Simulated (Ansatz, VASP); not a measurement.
## One calculation of WSe2, two programs

```
W Se
1.0
     3.31794    0.00000    0.00000
    -1.65897    2.87342    0.00000
     0.00000    0.00000   16.65814
W Se
1 2
Cartesian
  0.0000 0.0000 0.0000
  0.0177 1.9333 1.6623
  0.0177 1.9333 14.9959
```

Change from the starting cell: all Se atoms moved +0.025 Å, as atom 2 along Cartesian [1 1 0].

Alike in both runs: task single point; functional PBEsol; k mesh 9 × 9 × 2; occupations gaussian, width 0.05 eV; no spin polarisation.

```csv
,VASP,Ansatz
version,VASP 6.6.1,Ansatz 0.2.0
potentials or method,"VASP PAW PBE potentials, release 64 (W_sv, Se), cutoff 520 eV","scalar-relativistic, plane waves, PAW"
valence electrons in the cell,26,46
```

|  | VASP | Ansatz | Ansatz less VASP |
| --- | --- | --- | --- |
| gap on the k mesh at the Fermi level (eV) | 1.52 | 1.52 | +0.003 |
| least direct gap on the mesh (eV) | 1.52 | 1.52 | +0.003 |
| rms of the force components (eV/Å) | 0.190 | 0.196 | +0.0054 |

VASP's potentials were made for PBE, not for PBEsol. Atom by atom the forces differ by 0.027 eV/Å (rms over components). VASP's potentials hold 26 valence electrons a cell and Ansatz's 46, so a difference there can come from the potentials and not from the codes.

Neither program's run includes spin-orbit coupling.
